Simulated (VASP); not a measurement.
# Si7Ge (P-42m) in VASP: further runs, part 2 of 2

VASP 6.6.1.

**3. Single point, PBEsol (strain +0.000 along x and y, +0.025 along z)**

Input file INCAR:

```
SYSTEM = Si7Ge
PREC = Accurate ; ENCUT = 520
EDIFF = 1E-6 ; ISMEAR = 0
SIGMA = 0.03 ; LREAL = .FALSE.
LASPH = .TRUE. ; NELM = 60
ALGO = Normal ; ISIF = 2
LWAVE = .FALSE. ; LCHARG = .FALSE.
GGA = PS ; NBANDS = 31
```

Input file KPOINTS:

```
Automatic mesh
0
G
  6 6 6
  0 0 0
```

Input file POSCAR:

```
Si7Ge
1.0
    5.4591768100      0.0000000000      0.0000000000
    0.0000000000      5.4591768100      0.0000000000
    0.0000000000      0.0000000000      5.5956562302
Si Ge
7 1
Direct
    0.2525976818      0.2525976818      0.2525976818
    0.0000000000      0.5000000000      0.5000000000
    0.5000000000      0.5000000000      0.0000000000
    0.5000000000      0.0000000000      0.5000000000
    0.7474023182      0.2525976818      0.7474023182
    0.7474023182      0.7474023182      0.2525976818
    0.2525976818      0.7474023182      0.7474023182
    0.0000000000      0.0000000000      0.0000000000
```

Potentials or basis: VASP PAW PBE potentials, release 64 (Si, Ge_d).

Command:

```console
cat potpaw_PBE.64/Si/POTCAR potpaw_PBE.64/Ge_d/POTCAR > POTCAR
mpirun -np 1 vasp_std > vasp.out
```

OUTCAR:

```text
SYSTEM = Si7Ge
   PREC = Accurate
   ENCUT = 520
   EDIFF = 1E-6
   ISMEAR = 0
   LREAL = .FALSE.
   LASPH = .TRUE.
   NELM = 60
   ISIF = 2
   GGA = PS

 ion  position               nearest neighbor table
   1  0.253  0.253  0.253-   2 2.38   4 2.38   3 2.38   8 2.41
   2  0.000  0.500  0.500-   1 2.38   5 2.38   6 2.38   7 2.38
   3  0.500  0.500  0.000-   1 2.38   5 2.38   6 2.38   7 2.38
   4  0.500  0.000  0.500-   1 2.38   5 2.38   6 2.38   7 2.38
   5  0.747  0.253  0.747-   2 2.38   4 2.38   3 2.38   8 2.41
   6  0.747  0.747  0.253-   2 2.38   4 2.38   3 2.38   8 2.41
   7  0.253  0.747  0.747-   2 2.38   4 2.38   3 2.38   8 2.41
   8  0.000  0.000  0.000-   1 2.41   5 2.41   6 2.41   7 2.41

  LATTYP: Found a simple tetragonal cell.
 ALAT       =     5.4591768100
 C/A-ratio  =     1.0250000000

  Lattice vectors:

 A1 = (   5.4591768100,   0.0000000000,   0.0000000000)
 A2 = (   0.0000000000,   5.4591768100,   0.0000000000)
 A3 = (   0.0000000000,   0.0000000000,   5.5956562302)

Analysis of symmetry for initial positions (statically):
[... 192 lines left out ...]

 k-point     1 :       0.0000    0.0000    0.0000
  band No.  band energies     occupation
      1     -18.6877      2.00000
      2     -18.6871      2.00000
      3     -18.6871      2.00000
      4     -18.6643      2.00000
      5     -18.6619      2.00000
      6      -6.5212      2.00000
[... 805 lines left out ...]
     30      10.1142      0.00000
     31      10.2444      0.00000

 [... further k-points ...]

------------------------ aborting loop because EDIFF is reached ----------------------------------------

  FORCE on cell =-STRESS in cart. coord.  units (eV):
  Direction    XX          YY          ZZ          XY          YZ          ZX
  --------------------------------------------------------------------------------------
  -------------------------------------------------------------------------------------
  Total       -1.3491246     -1.3491246     -3.7989991      0.0000000      0.0000000      0.0000000
  in kB      -12.9615604    -12.9615604    -36.4984509      0.0000000      0.0000000      0.0000000
  external PRESSURE =     -20.8071906 kB  Pullay stress =       0.0000000 kB

 VOLUME and BASIS-vectors are now :
 -----------------------------------------------------------------------------
  energy-cutoff  :      520.00
  volume of cell :      166.77
      direct lattice vectors                 reciprocal lattice vectors
     5.459176810  0.000000000  0.000000000     0.183177800  0.000000000  0.000000000
     0.000000000  5.459176810  0.000000000     0.000000000  0.183177800  0.000000000
     0.000000000  0.000000000  5.595656230     0.000000000  0.000000000  0.178710049

 POSITION                                       TOTAL-FORCE (eV/Angst)
 -----------------------------------------------------------------------------------
      1.37898      1.37898      1.41345        -0.000055     -0.000055     -0.008867
      0.00000      2.72959      2.79783         0.000000      0.000000      0.000000
      2.72959      2.72959      0.00000         0.000000      0.000000      0.000000
      2.72959      0.00000      2.79783         0.000000      0.000000     -0.000000
      4.08020      1.37898      4.18221         0.000055     -0.000055      0.008867
      4.08020      4.08020      1.41345         0.000055      0.000055     -0.008867
      1.37898      4.08020      4.18221        -0.000055      0.000055      0.008867
      0.00000      0.00000      0.00000         0.000000      0.000000      0.000000
 -----------------------------------------------------------------------------------
    total drift:                               -0.000000     -0.000000      0.000000

  FREE ENERGIE OF THE ION-ELECTRON SYSTEM (eV)
  ---------------------------------------------------
  free  energy   TOTEN  =       -45.0826836669 eV

  energy  without entropy=      -45.0826836669  energy(sigma->0) =      -45.08268367
```

OSZICAR:

```text
N       E                     dE             d eps       ncg     rms          rms(c)
DAV:   1     0.216968933549E+03    0.21697E+03   -0.17447E+04  3195   0.169E+03
DAV:   2    -0.130172667065E+02   -0.22999E+03   -0.21613E+03  2732   0.467E+02
DAV:   3    -0.444698145000E+02   -0.31453E+02   -0.30876E+02  3052   0.100E+02
DAV:   4    -0.458442293796E+02   -0.13744E+01   -0.13725E+01  3191   0.236E+01
DAV:   5    -0.458775385377E+02   -0.33309E-01   -0.33302E-01  3182   0.372E+00    0.923E+00
DAV:   6    -0.453332235123E+02    0.54432E+00   -0.25080E-01  2959   0.232E+00    0.549E+00
DAV:   7    -0.450794600782E+02    0.25376E+00   -0.47497E-01  2799   0.289E+00    0.325E-01
DAV:   8    -0.450821753599E+02   -0.27153E-02   -0.34038E-02  3274   0.146E+00    0.152E-01
DAV:   9    -0.450825454639E+02   -0.37010E-03   -0.17325E-03  3253   0.324E-01    0.109E-01
DAV:  10    -0.450826666516E+02   -0.12119E-03   -0.24655E-04  2922   0.781E-02    0.414E-02
DAV:  11    -0.450826832187E+02   -0.16567E-04   -0.44449E-05  3037   0.356E-02    0.410E-03
DAV:  12    -0.450826836669E+02   -0.44820E-06   -0.13928E-06  2338   0.899E-03
   1 F= -.45082684E+02 E0= -.45082684E+02  d E =-.112597E-10
```

stdout:

```text
POSCAR found type information on POSCAR SiGe
 POSCAR found :  2 types and       8 ions
 scaLAPACK will be used
 -----------------------------------------------------------------------------
|                                                                             |
|                                                                             |
|     You enforced a specific xc type in the INCAR file but a different       |
|     I HOPE YOU KNOW WHAT YOU ARE DOING!                                     |
|                                                                             |
 -----------------------------------------------------------------------------

 LDA part: xc-table for (Slater+PW92), standard interpolation
 POSCAR, INCAR and KPOINTS ok, starting setup
 FFT: planning ... GRIDC
 FFT: planning ... GRID_SOFT
 FFT: planning ... GRID
 WAVECAR not read
 entering main loop
```

Run time: 2.7 min. Hardware: 1 thread of AMD EPYC 9R14 (Zen 4), shared host; peak memory 0.32 GiB.

Results:

* Free energy: -45.0827 eV
* Pressure: -2.1 GPa
* Largest force: 0.009 eV/Å
* Band gap on the k mesh: 0.25 eV

Forces in eV/Å, atoms in the order of the input:
```
Si   0.000  0.000 -0.009
Si   0.000  0.000  0.000
Si   0.000  0.000  0.000
Si   0.000  0.000  0.000
Si   0.000  0.000  0.009
Si   0.000  0.000 -0.009
Si   0.000  0.000  0.009
Ge   0.000  0.000  0.000
```

Levels at points of the mesh, in eV from the valence-band top:
```csv
k point,band 19,band 20,band 21,band 22,band 23,band 24
"(0.00, 0.00, 0.00)",-0.17,0.00,0.00,0.25,0.58,0.58
"(0.50, 0.00, 0.00)",-2.02,-1.93,-1.89,0.84,1.01,2.95
"(0.50, 0.50, 0.00)",-1.26,-1.19,-1.19,2.32,2.32,2.39
"(0.00, 0.00, 0.50)",-1.90,-1.77,-1.77,1.03,1.21,2.93
"(0.50, 0.00, 0.50)",-1.45,-1.39,-1.38,2.10,2.10,2.16
"(0.50, 0.50, 0.50)",-1.20,-1.04,-1.04,0.81,1.22,1.27
```

Caveat: the cell differs from its parent crystal (strain +0.000 along x and y, +0.025 along z); the PAW data sets were made with another functional, which shifts forces and pressure a little. A k mesh can miss the band edges.

**4. Single point, PBEsol (strain +0.025 along x and y, +0.000 along z)**

Input file INCAR:

```
SYSTEM = Si7Ge
PREC = Accurate
ENCUT = 520
EDIFF = 1E-6
ISMEAR = 0
SIGMA = 0.03
LREAL = .False.
LASPH = .True.
NELM = 80
ALGO = Normal
ISIF = 2
LWAVE = .False.
LCHARG = .False.
GGA = PS
NBANDS = 31
```

Input file KPOINTS:

```
regular mesh
0
Gamma
  6 6 6
  0 0 0
```

Changes to POSCAR since step 3:

```diff
@@ -2,5 +2,5 @@
 1.0
-    5.4591768100      0.0000000000      0.0000000000
-    0.0000000000      5.4591768100      0.0000000000
-    0.0000000000      0.0000000000      5.5956562302
+    5.5956562302      0.0000000000      0.0000000000
+    0.0000000000      5.5956562302      0.0000000000
+    0.0000000000      0.0000000000      5.4591768100
 Si Ge
```

Potentials or basis: VASP PAW PBE potentials, release 64 (Si, Ge_d).

Command:

```console
cat potpaw_PBE.64/Si/POTCAR potpaw_PBE.64/Ge_d/POTCAR > POTCAR
mpirun -np 1 vasp_std > vasp.out
```

OUTCAR:

```text
SYSTEM = Si7Ge
   PREC = Accurate
   ENCUT = 520
   EDIFF = 1E-6
   ISMEAR = 0
   LREAL = .False.
   LASPH = .True.
   NELM = 80
   ISIF = 2
   GGA = PS

 ion  position               nearest neighbor table
   1  0.253  0.253  0.253-   3 2.39   2 2.40   4 2.40   8 2.43
   2  0.000  0.500  0.500-   1 2.40   5 2.40   6 2.40   7 2.40
   3  0.500  0.500  0.000-   1 2.39   5 2.39   6 2.39   7 2.39
   4  0.500  0.000  0.500-   1 2.40   5 2.40   6 2.40   7 2.40
   5  0.747  0.253  0.747-   3 2.39   2 2.40   4 2.40   8 2.43
   6  0.747  0.747  0.253-   3 2.39   2 2.40   4 2.40   8 2.43
[... 1031 lines left out ...]
  Total       -5.0111078     -5.0111078     -2.7120362      0.0000000      0.0000000      0.0000000
  in kB      -46.9694114    -46.9694114    -25.4200760      0.0000000      0.0000000      0.0000000
  external PRESSURE =     -39.7862996 kB  Pullay stress =       0.0000000 kB

 VOLUME and BASIS-vectors are now :
 -----------------------------------------------------------------------------
  energy-cutoff  :      520.00
  volume of cell :      170.93
      direct lattice vectors                 reciprocal lattice vectors
     5.595656230  0.000000000  0.000000000     0.178710049  0.000000000  0.000000000
     0.000000000  5.595656230  0.000000000     0.000000000  0.178710049  0.000000000
     0.000000000  0.000000000  5.459176810     0.000000000  0.000000000  0.183177800

 POSITION                                       TOTAL-FORCE (eV/Angst)
 -----------------------------------------------------------------------------------
      1.41345      1.41345      1.37898        -0.003864     -0.003864      0.003881
      0.00000      2.79783      2.72959         0.000000     -0.000000      0.000000
      2.79783      2.79783      0.00000         0.000000     -0.000000      0.000000
      2.79783      0.00000      2.72959         0.000000     -0.000000     -0.000000
      4.18221      1.41345      4.08020         0.003864     -0.003864     -0.003881
      4.18221      4.18221      1.37898         0.003864      0.003864      0.003881
      1.41345      4.18221      4.08020        -0.003864      0.003864     -0.003881
      0.00000      0.00000      0.00000         0.000000     -0.000000      0.000000
 -----------------------------------------------------------------------------------
    total drift:                               -0.000000     -0.000000     -0.000000

  FREE ENERGIE OF THE ION-ELECTRON SYSTEM (eV)
  ---------------------------------------------------
  free  energy   TOTEN  =       -45.0046834135 eV

  energy  without entropy=      -45.0046834135  energy(sigma->0) =      -45.00468341
```

stdout:

```text
POSCAR found type information on POSCAR SiGe
 POSCAR found :  2 types and       8 ions
 scaLAPACK will be used
 -----------------------------------------------------------------------------
|                                                                             |
|                                                                             |
|     You enforced a specific xc type in the INCAR file but a different       |
|     I HOPE YOU KNOW WHAT YOU ARE DOING!                                     |
|                                                                             |
 -----------------------------------------------------------------------------

 LDA part: xc-table for (Slater+PW92), standard interpolation
 POSCAR, INCAR and KPOINTS ok, starting setup
 FFT: planning ... GRIDC
 FFT: planning ... GRID_SOFT
 FFT: planning ... GRID
 WAVECAR not read
 entering main loop
```

Wall time 2.7 min (1 thread of AMD EPYC 9R14 (Zen 4), shared host); peak memory 0.32 GiB.

What came out:

```
Free energy            : -45.0047 eV
Pressure               : -4.0 GPa
Largest force          : 0.007 eV/Å
Band gap on the k mesh : 0.24 eV
```

Forces in eV/Å, atoms in the order of the input:
```
Si  -0.004 -0.004  0.004
Si   0.000  0.000  0.000
Si   0.000  0.000  0.000
Si   0.000  0.000  0.000
Si   0.004 -0.004 -0.004
Si   0.004  0.004  0.004
Si  -0.004  0.004 -0.004
Ge   0.000  0.000  0.000
```

Stress tensor (GPa, compression positive):
```
-4.70  0.00  0.00
 0.00 -4.70  0.00
 0.00  0.00 -2.54
```

Caveat: the cell differs from its parent crystal (strain +0.025 along x and y, +0.000 along z); the cell stands under tension; the PAW data sets were made with another functional, which shifts forces and pressure a little.

**5. Overview**

| cell | gap on the mesh (eV) | pressure (GPa) | largest force (eV/Å) |
| --- | --- | --- | --- |
| a = 5.459, b = 5.459, c = 5.323 Å, 8 atoms | 0.09 | 2.5 | 0.01 |
| a = 5.459, b = 5.459, c = 5.596 Å, 8 atoms | 0.25 | -2.1 | 0.01 |
| a = 5.596, b = 5.596, c = 5.459 Å, 8 atoms | 0.24 | -4.0 | 0.01 |

Alike in all rows: task single point; level PBEsol; potentials or basis VASP PAW PBE potentials, release 64 (Si, Ge_d); no spin polarisation; k mesh 6 × 6 × 6; cutoff (eV) 520; smearing gaussian 0.03 eV.

Caveats: the PAW data sets were made with another functional, which shifts forces and pressure a little; the cell stands under tension (at least some runs).

Absolute energies hang on the potentials; compare differences alone.
